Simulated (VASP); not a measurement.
# Zr (P6_3/mmc) in VASP: relaxation of volume and atoms at fixed shape with LDA

Aim: the relaxation of volume and atoms at fixed shape of Zr with LDA.

All numbers are computed with VASP 6.6.1; they aren't measurements. Logs are shortened: lines on timing, memory, paths and dates and some standing lists are left out, and cuts for length are marked.

**1. The cell of the first run**

Symmetry: P6_3/mmc, No. 194, hexagonal system. Conventional cell: a = 3.232 Å, b = 3.232 Å, c = 5.147 Å, α = 90.00°, β = 90.00°, γ = 120.00°. Zr (site symmetry -6m2) has 12 Zr at 3.18 to 3.23 Å within 4.2 Å.

**2. Relaxation of volume and atoms at fixed shape, LDA**

INCAR

```
PREC     = Accurate       # precision mode
ENCUT    = 600            # plane-wave cutoff, eV
EDIFF    = 1E-7           # SCF threshold, eV
ISMEAR   = 0              # smearing method
SIGMA    = 0.05           # smearing width, eV
LREAL    = F              # projectors in reciprocal space
LASPH    = T              # aspherical terms in the spheres
NELM     = 80             # most SCF steps
ALGO     = Normal         # electronic algorithm
ISIF     = 8              # what is computed and relaxed
LWAVE    = F              # write WAVECAR
LCHARG   = F              # write CHGCAR
GGA      = CA             # functional
IBRION   = 2              # ionic algorithm
NSW      = 80             # ionic steps
EDIFFG   = -0.02          # ionic threshold
```

KPOINTS

```
Automatic mesh
0
Gamma
  15 15 8
```

POSCAR

```
Zr
1.0
    3.2320000000      0.0000000000      0.0000000000
   -1.6160000000      2.7989941050      0.0000000000
    0.0000000000      0.0000000000      5.1470000000
Zr
2
Direct
    0.3333330000      0.6666670000      0.2500000000
    0.6666670000      0.3333330000      0.7500000000
```

Potentials or basis: VASP PAW LDA potentials, release 64 (Zr_sv).

Launch:

```bash
cat potpaw_LDA.64/Zr_sv/POTCAR > POTCAR
mpirun -np 1 vasp_std > vasp.out
```

OUTCAR:

```text
PREC = Accurate
   ENCUT = 600
   EDIFF = 1E-7
   ISMEAR = 0
   LREAL = F
   LASPH = T
   NELM = 80
   ISIF = 8
   GGA = CA
   IBRION = 2
   NSW = 80
   EDIFFG = -0.02

 ion  position               nearest neighbor table
   1  0.333  0.667  0.250-   2 3.18   2 3.18   2 3.18   2 3.18   2 3.18   2 3.18
   2  0.667  0.333  0.750-   1 3.18   1 3.18   1 3.18   1 3.18   1 3.18   1 3.18

  LATTYP: Found a hexagonal cell.
 ALAT       =     3.2320000000
 C/A-ratio  =     1.5925123762

  Lattice vectors:

 A1 = (   3.2320000000,   0.0000000000,   0.0000000000)
 A2 = (  -1.6160000000,   2.7989941050,   0.0000000000)
 A3 = (   0.0000000000,   0.0000000000,   5.1470000000)

Analysis of symmetry for initial positions (statically):
=====================================================================
 Subroutine PRICEL returns:
 Original cell was already a primitive cell.

 Routine SETGRP: Setting up the symmetry group for a
 hexagonal supercell.

 Subroutine GETGRP returns: Found 24 space group operations
 (whereof 12 operations were pure point group operations)
 out of a pool of 24 trial point group operations.

The static configuration has the point symmetry D_3d.
 The point group associated with its full space group is D_6h.

Analysis of symmetry for dynamics (positions and initial velocities):
=====================================================================
 Subroutine PRICEL returns:
 Original cell was already a primitive cell.

 Routine SETGRP: Setting up the symmetry group for a
 hexagonal supercell.

 Subroutine GETGRP returns: Found 24 space group operations
 (whereof 12 operations were pure point group operations)
 out of a pool of 24 trial point group operations.

The dynamic configuration has the point symmetry D_3d.
 The point group associated with its full space group is D_6h.

 Subroutine INISYM returns: Found 24 space group operations
 (whereof 12 operations are pure point group operations),
 and found     1 'primitive' translations

----------------------------------------------------------------------------------------

                                     Primitive cell

  volume of cell :      46.5616

  direct lattice vectors                    reciprocal lattice vectors
     3.232000000  0.000000000  0.000000000     0.309405941  0.178635603  0.000000000
[... 88 lines left out ...]
   EDIFFG = -.2E-01   stopping-criterion for IOM
   NSW    =     80    number of steps for IOM
   IBRION =      2    ionic relax: 0-MD 1-quasi-New 2-CG
   NFREE  =      1    steps in history (QN), initial steepest desc. (CG)
   ISIF   =      8    stress and relaxation
   ISYM   =      2    0-nonsym 1-usesym 2-fastsym
   POTIM  = 0.5000    time-step for ionic-motion
   TEBEG  =    0.0;   TEEND  =   0.0 temperature during run
   PSTRESS=    0.0 pullay stress
   NELECT =      24.0000    total number of electrons
   NUPDOWN=      -1.0000    fix difference up-down
   EMIN   =  10.00;   EMAX   =-10.00  energy-range for DOS
   EFERMI =   0.00;   METHOD = LEGACY
   ISMEAR =     0;   SIGMA  =   0.05  broadening in eV -4-tet -1-fermi 0-gaus
   EFERMI_NEDOS =   21; number of points for ismear=-14 and -15
   IALGO  =     38    algorithm
   IMIX   =      4    mixing-type and parameters
     AMIX     =   0.40;   BMIX     =  1.00
     AMIX_MAG =   1.60;   BMIX_MAG =  1.00
  volume/ion in A,a.u.               =      23.28       157.11
  Fermi-wavevector in a.u.,A,eV,Ry     =   1.312611  2.480475 23.442130  1.722948
  Thomas-Fermi vector in A             =   2.442991
   LORBIT       =      0    0 simple, 1 ext, 2 COOP (PROOUT), +10 PAW based schemes
   GGA     = CA    functional components
   LHFCALC =     F    Hartree Fock is set to
   AEXX    =    0.0000 exact exchange contribution
   IVDW    =     0    specifies the selected vdW correction
   LEPSILON=     F    determine dielectric tensor
   LRPA    =     F    only Hartree local field effects (RPA)
 conjugate gradient relaxation of ions
 non-spin polarized calculation
 Gauss-broadening in eV      SIGMA  =   0.05
  energy-cutoff  :      600.00
  volume of cell :       46.56
 maximum number of plane-waves:      1582
 NGX is ok and might be reduce to    28
   NGX = 13   NGY = 13   NGZ = 21

--------------------------------------- Ionic step        1  -------------------------------------------

 number of electron      24.0000000 magnetization

 Free energy of the ion-electron system (eV)
  ---------------------------------------------------
  ext. energy  EPLUGINS =         0.00000000
  ---------------------------------------------------
  free energy    TOTEN  =       -18.52727805 eV

  energy without entropy =      -18.52468683  energy(sigma->0) =      -18.52598244

------------------------ aborting loop because EDIFF is reached ----------------------------------------

  FORCE on cell =-STRESS in cart. coord.  units (eV):
  Direction    XX          YY          ZZ          XY          YZ          ZX
  --------------------------------------------------------------------------------------
  -------------------------------------------------------------------------------------
  Total       -1.8056542     -1.8056542     -1.6368271      0.0000000      0.0000000      0.0000000
  in kB      -62.1323331    -62.1323331    -56.3230123      0.0000000      0.0000000      0.0000000
  external PRESSURE =     -60.1958928 kB  Pullay stress =       0.0000000 kB
[... 23 lines left out ...]
--------------------------------------- Ionic step        2  -------------------------------------------

 number of electron      24.0000000 magnetization

 E-fermi :  10.3480     XC(G=0): -11.8958

 val. band max:       10.3281776867   @ k =   0.1333   0.1333   0.3750
 cond. band min:      10.3502153363   @ k =   0.1333  -0.0000   0.2500
 fundamental gap:      0.0220376497
 Fermi energy:        10.3479593695

 k-point     1 :       0.0000    0.0000    0.0000
  band No.  band energies     occupation
      1     -38.0450      2.00000
      2     -37.7769      2.00000
      3     -16.9831      2.00000
      4     -15.6775      2.00000
      5     -15.6775      2.00000
      6     -15.4671      2.00000
[... 482 lines left out ...]
--------------------------------------- Ionic step        3  -------------------------------------------

 number of electron      24.0000000 magnetization

 Free energy of the ion-electron system (eV)
  ---------------------------------------------------
  ext. energy  EPLUGINS =         0.00000000
  ---------------------------------------------------
  free energy    TOTEN  =       -18.58383873 eV

  energy without entropy =      -18.58128034  energy(sigma->0) =      -18.58255953

 E-fermi :   9.5459     XC(G=0): -11.5851

 val. band max:        9.5445222000   @ k =   0.3333   0.2667   0.5000
 cond. band min:       9.5537581679   @ k =   0.0667   0.0667   0.3750
 fundamental gap:      0.0092359678
 Fermi energy:         9.5459411566

 k-point     1 :       0.0000    0.0000    0.0000
  band No.  band energies     occupation
      1     -38.9370      2.00000
      2     -38.7312      2.00000
      3     -17.7351      2.00000
      4     -16.6612      2.00000
      5     -16.6612      2.00000
      6     -16.4872      2.00000
[... 476 lines left out ...]
  FREE ENERGIE OF THE ION-ELECTRON SYSTEM (eV)
  ---------------------------------------------------
  free  energy   TOTEN  =       -18.5838387298 eV

  energy  without entropy=      -18.5812803391  energy(sigma->0) =      -18.58255953

 reached required accuracy - stopping structural energy minimisation
```

OSZICAR:

```text
N       E                     dE             d eps       ncg     rms          rms(c)
DAV:   1     0.235099867615E+03    0.23510E+03   -0.14551E+04  4320   0.165E+03
DAV:   2    -0.381048554393E+01   -0.23891E+03   -0.23672E+03  5408   0.437E+02
DAV:   3    -0.189694866882E+02   -0.15159E+02   -0.14952E+02  8184   0.843E+01
[... 27 lines left out ...]
DAV:   4    -0.185650590931E+02   -0.22937E-01   -0.94987E-02  5328   0.162E+00    0.712E-01
DAV:   5    -0.185830342856E+02   -0.17975E-01   -0.52050E-02  6544   0.139E+00    0.359E-01
DAV:   6    -0.185837488264E+02   -0.71454E-03   -0.27521E-03  5096   0.432E-01    0.647E-02
DAV:   7    -0.185838151828E+02   -0.66356E-04   -0.10572E-04  5632   0.791E-02    0.351E-02
DAV:   8    -0.185838388267E+02   -0.23644E-04   -0.24840E-05  5656   0.533E-02    0.417E-03
DAV:   9    -0.185838387298E+02    0.96943E-07   -0.82935E-07  5296   0.590E-03
   3 F= -.18583839E+02 E0= -.18582560E+02  d E =-.565607E-01
```

Wall time 8.5 min (1 thread of Intel Xeon 8259CL, shared host); peak memory 0.24 GiB.

Results:

- Free energy: -18.5838 eV
- Relaxed volume: 21.86 Å³/atom
- Relaxed cell: a = 3.165 Å, b = 3.165 Å, c = 5.040 Å, α = 90.00°, β = 90.00°, γ = 120.00°
- Space group after relaxing (to 0.1 Å): P6_3/mmc (No. 194)
- Energy gained by relaxing: 28.3 meV/atom
- Ionic steps: 3
- Pressure after relaxing: -0.1 GPa
- Band gap on the k mesh: zero (bands 12 and 13 overlap by 1.27 eV)

Stress tensor (GPa, compression positive):
```
-0.57  0.00  0.00
 0.00 -0.57  0.00
 0.00  0.00  0.93
```

The path:
```csv
step,energy change (eV),largest force (eV/Å),pressure (GPa),volume (Å³)
1,0.0000,0.0000,-6.02,46.56
2,0.0054,0.0000,7.49,40.91
3,-0.0566,0.0000,-0.07,43.71
```

Final structure:
```
Zr
1.0
     3.16468    0.00000    0.00000
    -1.58234    2.74069    0.00000
     0.00000    0.00000    5.03979
Zr
2
Direct
  0.33333 0.66667 0.25000
  0.66667 0.33333 0.75000
```

LDA usually gives volumes a few per cent too small. Zero-point motion and thermal expansion aren't in these numbers.
